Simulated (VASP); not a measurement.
Input of a VASP 6.6.1 run:

The input INCAR:

```
SYSTEM = Sc
PREC = Accurate
ENCUT = 500
EDIFF = 1E-7
ISMEAR = -1
SIGMA = 0.1
LREAL = .False.
LASPH = .True.
NELM = 120
ALGO = Normal
ISIF = 3
LWAVE = .False.
LCHARG = .False.
GGA = RP
IBRION = 2
NSW = 80
EDIFFG = -0.01
GGA_COMPAT = .False.
NELMIN = 4
```

Contents of KPOINTS:

```
Automatic mesh
0
Gamma
  12 12 12
  0 0 0
```

File POSCAR:

```
Sc
1.0
   -1.8420678645      1.8420678645      1.8420678645
    1.8420678645     -1.8420678645      1.8420678645
    1.8420678645      1.8420678645     -1.8420678645
Sc
1
Direct
    0.0000000000      0.0000000000      0.0000000000
```

Potentials or basis: VASP PAW PBE potentials, release 64 (Sc_sv).

Run with:

```sh
$ cat potpaw_PBE.64/Sc_sv/POTCAR > POTCAR
$ mpirun -np 1 vasp_std > vasp.out
```

Task: Predict the space group after relaxing (to 0.05 Å).

Result: Im-3m (No. 229).

Task: What does it give for the relaxed volume?

Result: 25.94 Å³/atom.

The path:
| step | energy change (eV) | largest force (eV/Å) | pressure (GPa) | volume (Å³) |
| --- | --- | --- | --- | --- |
| 1 | 0.0000 | 0.0000 | 1.94 | 25.00 |
| 2 | -0.0054 | 0.0000 | -0.33 | 26.11 |
| 3 | -0.0056 | 0.0000 | 0.01 | 25.94 |

Caveat: the PAW data sets were made with another functional, which shifts forces and pressure a little.
